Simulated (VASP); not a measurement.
# BiTe (R-3m) in VASP: further runs

Aim: see how the results for BiTe move with the level of theory and the settings. Levels: PBE, RPBE, revPBE, BLYP+D3(BJ). Tasks: single point, relaxation of cell and atoms.

Everything below comes from runs of VASP 6.6.1. Logs are shortened: lines on timing, memory, paths and dates and some standing lists are left out, and cuts for length are marked.

**1. The cell of the first run**

Symmetry: R-3m, No. 166, trigonal system. Conventional cell: a = 4.845 Å, b = 4.845 Å, c = 9.952 Å, α = 90.00°, β = 90.00°, γ = 120.00°. Bi (site symmetry -3m) has 6 Te at 3.25 Å within 4.3 Å. Te (site symmetry -3m) has 6 Bi at 3.25 Å within 4.3 Å.

**2. Single point, PBE**

INCAR

```
  ALGO = Normal
  EDIFF = 1E-6
  ENCUT = 520
  GGA = PE
  ISIF = 2
  ISMEAR = 0
  LASPH = True
  LCHARG = False
  LREAL = False
  LWAVE = False
  NBANDS = 18
  NELM = 80
  PREC = Accurate
  SIGMA = 0.03
```

KPOINTS

```
k-points
0
Gamma
  7 7 7
```

POSCAR

```
BiTe
1.0
    2.4227077728      1.3987509848      3.3172919545
   -2.4227077728      1.3987509848      3.3172919545
    0.0000000000     -2.7975019696      3.3172919545
Bi Te
1 1
Direct
    0.5000000000      0.5000000000      0.5000000000
    0.0000000000      0.0000000000      0.0000000000
```

Potentials or basis: VASP PAW PBE potentials, release 64 (Bi_d, Te).

Launch:

```console
$ cat potpaw_PBE.64/Bi_d/POTCAR potpaw_PBE.64/Te/POTCAR > POTCAR
$ mpirun -np 1 vasp_std > vasp.out
```

OUTCAR:

```text
EDIFF = 1E-6
   ENCUT = 520
   GGA = PE
   ISIF = 2
   ISMEAR = 0
   LASPH = True
   LREAL = False
   NELM = 80
   PREC = Accurate

 ion  position               nearest neighbor table
   1  0.500  0.500  0.500-   2 3.25   2 3.25   2 3.25   2 3.25   2 3.25   2 3.25
   2  0.000  0.000  0.000-   1 3.25   1 3.25   1 3.25   1 3.25   1 3.25   1 3.25

  LATTYP: Found a trigonal (rhomboedric) cell.
 ALAT       =     4.3394058558
 COS(alpha) =     0.3765932224

  Lattice vectors:

 A1 = (   2.4227077728,   1.3987509848,   3.3172919545)
 A2 = (  -2.4227077728,   1.3987509848,   3.3172919545)
 A3 = (   0.0000000000,  -2.7975019696,   3.3172919545)

Analysis of symmetry for initial positions (statically):
=====================================================================
 Subroutine PRICEL returns:
 Original cell was already a primitive cell.

 Routine SETGRP: Setting up the symmetry group for a
 trigonal (rhombohedral) supercell.

 Subroutine GETGRP returns: Found 12 space group operations
 (whereof 12 operations were pure point group operations)
 out of a pool of 12 trial point group operations.

The static configuration has the point symmetry D_3d.

Analysis of symmetry for dynamics (positions and initial velocities):
=====================================================================
 Subroutine PRICEL returns:
 Original cell was already a primitive cell.

 Routine SETGRP: Setting up the symmetry group for a
 trigonal (rhombohedral) supercell.

 Subroutine GETGRP returns: Found 12 space group operations
 (whereof 12 operations were pure point group operations)
 out of a pool of 12 trial point group operations.

The dynamic configuration has the point symmetry D_3d.

 Subroutine INISYM returns: Found 12 space group operations
 (whereof 12 operations are pure point group operations),
 and found     1 'primitive' translations

----------------------------------------------------------------------------------------

                                     Primitive cell

  volume of cell :      67.4491

  direct lattice vectors                    reciprocal lattice vectors
     2.422707773  1.398750985  3.317291954     0.206380648  0.119153923  0.100483568
    -2.422707773  1.398750985  3.317291954    -0.206380648  0.119153923  0.100483568
     0.000000000 -2.797501970  3.317291954     0.000000000 -0.238307845  0.100483568

  length of vectors
     4.339405856  4.339405856  4.339405856     0.258626326  0.258626326  0.258626326

  position of ions in fractional coordinates (direct lattice)
     0.500000000  0.500000000  0.500000000
     0.000000000  0.000000000  0.000000000

  ion indices of the primitive-cell ions
   primitive index   ion index
                 1           1
                 2           2

----------------------------------------------------------------------------------------

 KPOINTS: k-points

Automatic generation of k-mesh.
 Grid dimensions read from file:
 generate k-points for:    7    7    7

 Generating k-lattice:

  Cartesian coordinates                     Fractional coordinates (reciprocal lattice)
     0.029482950  0.017021989  0.014354795     0.142857143  0.000000000  0.000000000
    -0.029482950  0.017021989  0.014354795     0.000000000  0.142857143  0.000000000
     0.000000000 -0.034043978  0.014354795     0.000000000  0.000000000  0.142857143

  Length of vectors
     0.036946618  0.036946618  0.036946618

  Shift w.r.t. Gamma in fractional coordinates (k-lattice)
     0.000000000  0.000000000  0.000000000

 Subroutine IBZKPT returns following result:
 ===========================================

 Found     44 irreducible k-points:

 Following reciprocal coordinates:
            Coordinates               Weight
  0.000000  0.000000  0.000000      1.000000
  0.142857 -0.000000  0.000000      6.000000
  0.285714 -0.000000  0.000000      6.000000
  0.428571 -0.000000  0.000000      6.000000
  0.142857  0.142857  0.000000      6.000000
  0.285714  0.142857  0.000000     12.000000
[... 16 lines left out ...]
  0.285714  0.285714  0.142857      6.000000
  0.428571  0.285714  0.142857     12.000000
 [... further k-points ...]
   k-points           NKPTS =     44   k-points in BZ     NKDIM =     44   number of bands    NBANDS=     18
   number of dos      NEDOS =    301   number of ions     NIONS =      2
   total plane-waves  NPLWV =  32768
   dimension x,y,z NGX =    32 NGY =   32 NGZ =   32
   dimension x,y,z NGXF=    64 NGYF=   64 NGZF=   64
   ions per type =               1   1
   NGX,Y,Z   is equivalent  to a cutoff of  12.26, 12.26, 12.26 a.u.
   NGXF,Y,Z  is equivalent  to a cutoff of  24.52, 24.52, 24.52 a.u.
 SYSTEM =  unknown system
   PREC   = accura    normal or accurate (medium, high low for compatibility)
   ISTART =      0    job   : 0-new  1-cont  2-samecut
   ICHARG =      2    charge: 1-file 2-atom 10-const
   ISPIN  =      1    spin polarized calculation?
   LNONCOLLINEAR =      F non collinear calculations
   LSORBIT =      F    spin-orbit coupling
   LASPH  =      T    aspherical Exc in radial PAW
   ENCUT  =  520.0 eV  38.22 Ry    6.18 a.u.   8.07  8.07  8.07*2*pi/ulx,y,z
   NELM   =     80;   NELMIN=  2; NELMDL= -5     # of ELM steps
   EDIFF  = 0.1E-05   stopping-criterion for ELM
   LREAL  =      F    real-space projection
   EDIFFG = 0.1E-04   stopping-criterion for IOM
   NSW    =      0    number of steps for IOM
   IBRION =     -1    ionic relax: 0-MD 1-quasi-New 2-CG
   NFREE  =      0    steps in history (QN), initial steepest desc. (CG)
   ISIF   =      2    stress and relaxation
   ISYM   =      2    0-nonsym 1-usesym 2-fastsym
   POTIM  = 0.5000    time-step for ionic-motion
   TEBEG  =    0.0;   TEEND  =   0.0 temperature during run
   PSTRESS=    0.0 pullay stress
   NELECT =      21.0000    total number of electrons
   NUPDOWN=      -1.0000    fix difference up-down
   EMIN   =  10.00;   EMAX   =-10.00  energy-range for DOS
   EFERMI =   0.00;   METHOD = LEGACY
   ISMEAR =     0;   SIGMA  =   0.03  broadening in eV -4-tet -1-fermi 0-gaus
   EFERMI_NEDOS =   21; number of points for ismear=-14 and -15
   IALGO  =     38    algorithm
   IMIX   =      4    mixing-type and parameters
     AMIX     =   0.40;   BMIX     =  1.00
     AMIX_MAG =   1.60;   BMIX_MAG =  1.00
  volume/ion in A,a.u.               =      33.72       227.58
  Fermi-wavevector in a.u.,A,eV,Ry     =   1.109573  2.096789 16.750837  1.231152
  Thomas-Fermi vector in A             =   2.246114
   LORBIT       =      0    0 simple, 1 ext, 2 COOP (PROOUT), +10 PAW based schemes
   GGA     = PE    functional components
   LHFCALC =     F    Hartree Fock is set to
   AEXX    =    0.0000 exact exchange contribution
   IVDW    =     0    specifies the selected vdW correction
   LEPSILON=     F    determine dielectric tensor
   LRPA    =     F    only Hartree local field effects (RPA)
 non-spin polarized calculation
 Gauss-broadening in eV      SIGMA  =   0.03
  energy-cutoff  :      520.00
  volume of cell :       67.45
 maximum number of plane-waves:      1827
   NGX = 17   NGY = 17   NGZ = 17

 number of electron      20.9999996 magnetization

 Free energy of the ion-electron system (eV)
  ---------------------------------------------------
  ext. energy  EPLUGINS =         0.00000000
  ---------------------------------------------------
  free energy    TOTEN  =        -7.17000003 eV

  energy without entropy =       -7.16975566  energy(sigma->0) =       -7.16987785

 E-fermi :   6.7193     XC(G=0):  -9.4773

 val. band max:        6.6545692505   @ k =  -0.4286   0.2857   0.2857
 cond. band min:       6.7284879144   @ k =   0.2857   0.2857   0.2857
 fundamental gap:      0.0739186639
 Fermi energy:         6.7192620550

 k-point     1 :       0.0000    0.0000    0.0000
  band No.  band energies     occupation
      1     -16.5769      2.00000
      2     -16.5769      2.00000
      3     -16.5572      2.00000
      4     -16.5572      2.00000
      5     -16.5402      2.00000
      6      -6.8096      2.00000
[... 10 lines left out ...]
     17      13.3175      0.00000
     18      13.5511      0.00000

 k-point     2 :       0.1429   -0.0000    0.0000
  band No.  band energies     occupation
      1     -16.5768      2.00000
      2     -16.5765      2.00000
      3     -16.5582      2.00000
      4     -16.5559      2.00000
      5     -16.5399      2.00000
      6      -6.6361      2.00000
[... 10 lines left out ...]
     17      13.9251      0.00000
     18      14.3344      0.00000

 k-point     3 :       0.2857   -0.0000    0.0000
  band No.  band energies     occupation
      1     -16.5769      2.00000
      2     -16.5758      2.00000
      3     -16.5603      2.00000
      4     -16.5531      2.00000
      5     -16.5384      2.00000
      6      -6.1242      2.00000
[... 10 lines left out ...]
     17      15.3671      0.00000
     18      16.1946      0.00000

 k-point     4 :       0.4286   -0.0000    0.0000
  band No.  band energies     occupation
      1     -16.5771      2.00000
      2     -16.5754      2.00000
      3     -16.5617      2.00000
      4     -16.5513      2.00000
      5     -16.5366      2.00000
      6      -5.3085      2.00000
[... 375 lines left out ...]
      4     -16.5557      2.00000
      5     -16.5391      2.00000
      6      -6.2037      2.00000
[... 10 lines left out ...]
     17      14.2630      0.00000
     18      14.6519      0.00000

 k-point    23 :       0.2857    0.2857    0.1429
  band No.  band energies     occupation
      1     -16.5798      2.00000
      2     -16.5768      2.00000
      3     -16.5558      2.00000
      4     -16.5485      2.00000
      5     -16.5404      2.00000
      6      -6.0824      2.00000
[... 10 lines left out ...]
     17      15.3975      0.00000
     18      15.6002      0.00000

 k-point    24 :       0.4286    0.2857    0.1429
  band No.  band energies     occupation
      1     -16.5808      2.00000
      2     -16.5764      2.00000
      3     -16.5566      2.00000
      4     -16.5464      2.00000
      5     -16.5390      2.00000
      6      -5.5940      2.00000
[... 10 lines left out ...]
     17      15.7405      0.00000
     18      16.9309      0.00000

 [... further k-points ...]
[... 5 lines left out ...]
  --------------------------------------------------------------------------------------
  -------------------------------------------------------------------------------------
  Total        0.0814252      0.0814252     -0.0214566      0.0000000     -0.0000000      0.0000000
  in kB        1.9341632      1.9341632     -0.5096775      0.0000000     -0.0000000      0.0000000
  external PRESSURE =       1.1195496 kB  Pullay stress =       0.0000000 kB

 VOLUME and BASIS-vectors are now :
 -----------------------------------------------------------------------------
  energy-cutoff  :      520.00
  volume of cell :       67.45
      direct lattice vectors                 reciprocal lattice vectors
     2.422707773  1.398750985  3.317291954     0.206380648  0.119153923  0.100483568
    -2.422707773  1.398750985  3.317291954    -0.206380648  0.119153923  0.100483568
     0.000000000 -2.797501970  3.317291954     0.000000000 -0.238307845  0.100483568

 POSITION                                       TOTAL-FORCE (eV/Angst)
 -----------------------------------------------------------------------------------
      0.00000      0.00000      4.97594        -0.000000      0.000000     -0.000000
      0.00000      0.00000      0.00000         0.000000     -0.000000      0.000000
 -----------------------------------------------------------------------------------
    total drift:                               -0.000000      0.000000     -0.000000

  FREE ENERGIE OF THE ION-ELECTRON SYSTEM (eV)
  ---------------------------------------------------
  free  energy   TOTEN  =        -7.1700000346 eV

  energy  without entropy=       -7.1697556591  energy(sigma->0) =       -7.16987785
```

It took 12 s on 1 thread of Intel Xeon 6975P-C (Granite Rapids), shared host; peak memory 0.2 GiB.

Results:

```yaml
Free_energy: -7.1700 eV
Pressure: 0.1 GPa
```

Caveat: spin-orbit coupling is left out, which moves the levels of the heavy elements.

**3. Single point, RPBE**

INCAR

```
SYSTEM = BiTe
  ALGO = Normal
  EDIFF = 1E-7
  ENCUT = 520
  GGA = RP
  ISIF = 2
  ISMEAR = -1
  LASPH = .True.
  LCHARG = .False.
  LREAL = .False.
  LWAVE = .False.
  NBANDS = 18
  NELM = 100
  PREC = Accurate
  SIGMA = 0.05
```

KPOINTS

```
k-points
0
Gamma
  7 7 7
  0 0 0
```

POSCAR is that of step 2.

Potentials or basis: VASP PAW PBE potentials, release 64 (Bi_d, Te).

Launch:

```console
$ cat potpaw_PBE.64/Bi_d/POTCAR potpaw_PBE.64/Te/POTCAR > POTCAR
$ mpirun -np 1 vasp_std > vasp.out
```

Wall time 15 s (1 thread of Intel Xeon 6975P-C (Granite Rapids), shared host); peak memory 0.2 GiB.

It converged, with:

```
Free energy : -6.4259 eV
Pressure    : 1.4 GPa
```

Stress tensor (GPa, compression positive):
```
1.49 0.00 0.00
0.00 1.49 0.00
0.00 0.00 1.26
```

Levels at points of the mesh, in eV from the Fermi level:
```tsv
k point	band 8	band 9	band 10	band 11	band 12	band 13
(0.00, 0.00, 0.00)	-2.94	-2.94	-1.64	1.86	2.50	2.50
```

Caveat: the PAW data sets were made with another functional, which shifts forces and pressure a little; spin-orbit coupling is left out, which moves the levels of the heavy elements.

**4. Single point, revPBE**

INCAR

```
SYSTEM = BiTe
ALGO = Normal
EDIFF = 1E-6
ENCUT = 520
GGA = RE
ISIF = 2
ISMEAR = -1
LASPH = .TRUE.
LCHARG = .TRUE.
LELF = .TRUE.
LREAL = .FALSE.
LVHAR = .TRUE.
LWAVE = .FALSE.
NBANDS = 18
NELM = 60
PREC = Accurate
SIGMA = 0.05
```

KPOINTS

```
k-points
0
G
  7 7 7
  0 0 0
```

POSCAR is that of step 3.

Launch:

```console
$ cat potpaw_PBE.64/Bi_d/POTCAR potpaw_PBE.64/Te/POTCAR > POTCAR
$ mpirun -np 1 vasp_std > vasp.out
```

Wall time 13 s (1 thread of Intel Xeon 6975P-C (Granite Rapids), shared host); peak memory 0.2 GiB.

It converged, with:

| Item | Value |
| --- | --- |
| Free energy | -6.5264 eV |
| Pressure | 1.0 GPa |

Stress tensor (GPa, compression positive):
```
1.09 0.00 0.00
0.00 1.09 0.00
0.00 0.00 0.90
```

Levels at points of the mesh, in eV from the Fermi level:
```tsv
k point	band 6	band 7	band 8	band 9	band 10	band 11	band 12	band 13	band 14	band 15
(0.00, 0.00, 0.00)	-13.49	-8.28	-2.94	-2.94	-1.63	1.86	2.50	2.50	4.06	4.06
```

Caveat: the PAW data sets were made with another functional, which shifts forces and pressure a little; spin-orbit coupling is left out, which moves the levels of the heavy elements.

**5. Single point, RPBE**

This run uses another cell than the first one, of 34.90 Å³/atom, 1.035 times its volume.

INCAR

```
SYSTEM = BiTe
PREC = Accurate ; ENCUT = 520
EDIFF = 1E-6 ; ISMEAR = -1
SIGMA = 0.05 ; LREAL = .FALSE.
LASPH = .TRUE. ; NELM = 60
ALGO = Normal ; ISIF = 2
LWAVE = .FALSE. ; LCHARG = .FALSE.
GGA = RP ; NBANDS = 18
```

KPOINTS

```
regular mesh
0
G
  7 7 7
  0 0 0
```

POSCAR

```
BiTe
1.0
    2.4387867058      1.4080341611      3.3881171474
   -2.4387867058      1.4080341611      3.3881171474
    0.0000000000     -2.8160683222      3.3881171474
Bi Te
1 1
Direct
    0.5000000000      0.5000000000      0.5000000000
    0.0000000000      0.0000000000      0.0000000000
```

Launch:

```console
$ cat potpaw_PBE.64/Bi_d/POTCAR potpaw_PBE.64/Te/POTCAR > POTCAR
$ mpirun -np 1 vasp_std > vasp.out
```

It took 18 s on 1 thread of Intel Xeon 6975P-C (Granite Rapids), shared host; peak memory 0.23 GiB.

Results (log left out):

- Free energy: -6.4356 eV
- Pressure: -0.1 GPa

Levels at points of the mesh, in eV from the Fermi level:
| k point | band 7 | band 8 | band 9 | band 10 | band 11 | band 12 | band 13 | band 14 |
| --- | --- | --- | --- | --- | --- | --- | --- | --- |
| (0.00, 0.00, 0.00) | -8.37 | -2.82 | -2.82 | -1.65 | 1.80 | 2.37 | 2.37 | 4.17 |

Caveat: the PAW data sets were made with another functional, which shifts forces and pressure a little; spin-orbit coupling is left out, which moves the levels of the heavy elements.

**6. Relaxation of cell and atoms, BLYP+D3(BJ)**

INCAR

```
AGGAC = 1.0
AGGAX = 1.0
ALDAC = 0.0
ALDAX = 1.0
ALGO = Normal
EDIFF = 1E-7
EDIFFG = -0.01
ENCUT = 600
GGA = B5
IBRION = 2
ISIF = 3
ISMEAR = -1
IVDW = 12
LASPH = T
LCHARG = F
LREAL = F
LWAVE = F
NELM = 60
NSW = 60
PREC = Accurate
SIGMA = 0.05
VDW_A1 = 0.4298
VDW_A2 = 4.2359
VDW_S6 = 1.0
VDW_S8 = 2.6996
```

KPOINTS

```
k-points
0
Gamma
  7 7 7
```

POSCAR

```
BiTe
1.0
    2.4227077728      1.3987509848      3.3172919545
   -2.4227077728      1.3987509848      3.3172919545
    0.0000000000     -2.7975019696      3.3172919545
Bi Te
1 1
Direct
    0.5000000000      0.5000000000      0.5000000000
    0.0000000000      0.0000000000      0.0000000000
```

Potentials or basis: VASP PAW PBE potentials, release 64 (Bi_d, Te).

Launch:

```console
$ cat potpaw_PBE.64/Bi_d/POTCAR potpaw_PBE.64/Te/POTCAR > POTCAR
$ mpirun -np 1 vasp_std > vasp.out
```

Run time: 2.4 min. Hardware: 1 thread of Intel Xeon 6975P-C (Granite Rapids), shared host; peak memory 0.26 GiB.

Results (log left out):

```yaml
Free_energy: -7.9746 eV
Relaxed_volume: 32.72 Å³/atom
Relaxed_cell: a = 4.279 Å, b = 4.279 Å, c = 4.279 Å, α = 68.58°, β = 68.58°, γ = 68.58°
Space_group_after_relaxing_to_0.05_Å: R-3m (No. 166)
Energy_gained_by_relaxing: 4.1 meV/atom
Ionic_steps: 8
Pressure_after_relaxing: 0.0 GPa
Dispersion_energy_per_atom: -1.113 eV
```

Step by step:
| step | energy change (eV) | largest force (eV/Å) | pressure (GPa) | volume (Å³) |
| --- | --- | --- | --- | --- |
| 1 | 0.0000 | 0.0000 | -1.33 | 67.45 |
| 2 | -0.0053 | 0.0000 | 0.77 | 64.76 |
| 3 | -0.0075 | 0.0000 | -0.01 | 65.68 |
| 4 | -0.0075 | 0.0000 | 0.02 | 65.65 |
| 5 | -0.0077 | 0.0000 | 0.02 | 65.61 |
| 6 | -0.0081 | 0.0000 | 0.03 | 65.51 |
| 7 | -0.0080 | 0.0000 | 0.05 | 65.30 |
| 8 | -0.0082 | 0.0000 | 0.03 | 65.43 |

Final structure:
```
CELL_PARAMETERS angstrom
2.41080 1.39188 3.24988
-2.41080 1.39188 3.24988
0.00000 -2.78375 3.24988
ATOMIC_POSITIONS crystal
Bi 0.50000 0.50000 0.50000
Te 0.00000 0.00000 0.00000
```

Levels at points of the mesh, in eV from the Fermi level:
| k point | band 7 | band 8 | band 9 | band 10 | band 11 | band 12 | band 13 | band 14 |
| --- | --- | --- | --- | --- | --- | --- | --- | --- |
| (0.00, 0.00, 0.00) | -8.29 | -3.03 | -3.03 | -1.62 | 1.84 | 2.58 | 2.58 | 4.22 |

Caveat: the PAW data sets were made with another functional, which shifts forces and pressure a little; spin-orbit coupling is left out, which moves the levels of the heavy elements; pairwise dispersion overbinds metals, which lowers pressure and volume.

**7. Summary**

| task | level | cell | cutoff (eV) | smearing | gap on the mesh (eV) | pressure (GPa) |
| --- | --- | --- | --- | --- | --- | --- |
| single point | PBE | a = 4.339 Å, angles 67.9°, 2 atoms | 520 | gaussian 0.03 eV | none | 0.1 |
| single point | RPBE | a = 4.339 Å, angles 67.9°, 2 atoms | 520 | fermi-dirac 0.05 eV | none | 1.4 |
| single point | revPBE | a = 4.339 Å, angles 67.9°, 2 atoms | 520 | fermi-dirac 0.05 eV | none | 1.0 |
| single point | RPBE | a = 4.406 Å, angles 67.2°, 2 atoms | 520 | fermi-dirac 0.05 eV | none | -0.1 |
| relaxation of cell and atoms | BLYP+D3(BJ) | relaxed from a = 4.339 Å, angles 67.9°, 2 atoms | 600 | fermi-dirac 0.05 eV | none | 0.0 |

Alike in all rows: potentials or basis VASP PAW PBE potentials, release 64 (Bi_d, Te); no spin polarisation; k mesh 7 × 7 × 7.

Every run on the cell as given and a fine mesh finds a metal. The pressure there spans 0.1 GPa (PBE) to 1.4 GPa (RPBE); a positive pressure means that this level wants a larger cell, a negative one a smaller.

Caveats: spin-orbit coupling is left out, which moves the levels of the heavy elements; the PAW data sets were made with another functional, which shifts forces and pressure a little (some runs); pairwise dispersion overbinds metals, which lowers pressure and volume (some runs).

Total energies depend on the potentials used, so only differences within one code and one set of settings carry meaning.
